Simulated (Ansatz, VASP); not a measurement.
**One calculation of Ta3H, two programs**

Contents of INCAR:

```
SYSTEM = Ta3H
ALGO = Normal ; DIPOL = 0.5 0.5 0.312
EDIFF = 1E-6 ; ENCUT = 520
IDIPOL = 3 ; ISIF = 2
ISMEAR = 0 ; LASPH = .TRUE.
LCHARG = .TRUE. ; LDIPOL = .TRUE.
LELF = .TRUE. ; LREAL = .FALSE.
LVACPOTAV = .TRUE. ; LVHAR = .TRUE.
LWAVE = .FALSE. ; NBANDS = 44
NELM = 100 ; PREC = Accurate
SIGMA = 0.1
```

KPOINTS

```
k-points
0
G
  6 6 1
  0 0 0
```

POSCAR

```
Ta3H
1.0
    4.6002247492      0.0000000000      0.0000000000
   -2.3001123746      3.9839114959      0.0000000000
    0.0000000000      0.0000000000     22.4017722044
Ta H
6 2
Direct
    0.6666666667      0.3333333333      0.1785573018
    0.3333333333      0.6666666667      0.2204743848
    0.0000000000      0.0000000000      0.2623914678
    0.6666666667      0.3333333333      0.3016814391
    0.3333333333      0.6666666667      0.3385386112
    0.0000000000      0.0000000000      0.3750494438
    0.1708412725      0.6666666667      0.4094217243
    0.4958253942      0.6666666667      0.4094217243
```

Input for Ansatz:

```yaml
crystal:
  lattice:
    - [4.6002247492, 0.0, 0.0]
    - [-2.3001123746, 3.9839114959, 0.0]
    - [0.0, 0.0, 22.4017722044]
  atoms:
    - { symbol: Ta, position: [0.6666666667, 0.3333333333, 0.1785573018] }
    - { symbol: Ta, position: [0.3333333333, 0.6666666667, 0.2204743848] }
    - { symbol: Ta, position: [0.0, 0.0, 0.2623914678] }
    - { symbol: Ta, position: [0.6666666667, 0.3333333333, 0.3016814391] }
    - { symbol: Ta, position: [0.3333333333, 0.6666666667, 0.3385386112] }
    - { symbol: Ta, position: [0.0, 0.0, 0.3750494438] }
    - { symbol: H, position: [0.1708412725, 0.6666666667, 0.4094217243] }
    - { symbol: H, position: [0.4958253942, 0.6666666667, 0.4094217243] }
basis:
  ecutwfc: 420
kpoints:
  mp_grid: { grid: [6, 6, 1] }
hamiltonian:
  xc: lda
  pseudopotentials: { kind: paw, azcp: { folder: soft_1 } }
scf:
  occupations: { method: gaussian, width: 0.1 }
output:
  forces: true
  eigenvalues: true
  write_density: true
  write_potential: true
  elf: true
  volumetric_format: npy
efield:
  axis: 3
  dipole_correction: true
  ramp_width: 0.04
```

Alike in both runs: task single point; functional LDA; k mesh 6 × 6 × 1; occupations gaussian, width 0.1 eV; no spin polarisation.

```csv
,VASP,Ansatz
version,VASP 6.6.1,Ansatz 0.2.0
potentials or method,"VASP PAW LDA potentials, release 64 (Ta_pv, H), cutoff 520 eV","scalar-relativistic, plane waves, PAW"
valence electrons in the cell,68,80
```

|  | VASP | Ansatz | Ansatz less VASP |
| --- | --- | --- | --- |
| gap on the k mesh at the Fermi level (eV) | none | none | - |
| rms of the force components (eV/Å) | 0.831 | 0.822 | -0.0087 |
| work function, face that differs most (eV) | 4.01 | 4.00 | -0.009 |

Ansatz warns that its potentials were made for another functional, while VASP's fit it. LDA's correlation is that of Perdew and Zunger in VASP and of Perdew and Wang (1992) in Ansatz. Atom by atom the forces differ by 0.025 eV/Å (rms over components). A gap of «none» marks a metal or a gap that the smearing closes. VASP's potentials hold 68 valence electrons a cell and Ansatz's 80, so a difference there can come from the potentials and not from the codes. Ansatz's warnings: xc potential rough in thin density.

Spin-orbit coupling is off throughout.
